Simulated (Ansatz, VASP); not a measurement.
# KZnCl3: VASP beside Ansatz

```
K Zn Cl
1.0
     5.04712    0.00000    0.00000
     0.00000    5.04712    0.00000
     0.00000    0.00000    5.04712
K Zn Cl
1 1 3
Cartesian
  0.0000 0.0000 0.0000
  2.5236 2.5236 2.5236
  2.5236 2.5236 0.0000
  2.5236 0.0000 2.5236
  0.0000 2.5236 2.5236
```

Change from the starting cell: hydrostatic strain +3.0%.

Alike in both runs: task single point; functional PBE; k mesh 6 × 6 × 6; occupations fermi-dirac, width 0.02 eV; no spin polarisation.

|  | VASP | Ansatz |
| --- | --- | --- |
| version | VASP 6.6.1 | Ansatz 0.2.0 |
| potentials or method | VASP PAW PBE potentials, release 64 (K_sv, Zn, Cl) | plane waves, PAW |
| plane-wave cutoff (eV) | 520 | 420 |
| valence electrons in the cell | 42 | 42 |

|  | VASP | Ansatz | Ansatz less VASP |
| --- | --- | --- | --- |
| gap on the k mesh at the Fermi level (eV) | 1.31 | 1.31 | -0.003 |
| pressure (GPa) | -1.5 | -1.5 | -0.01 |
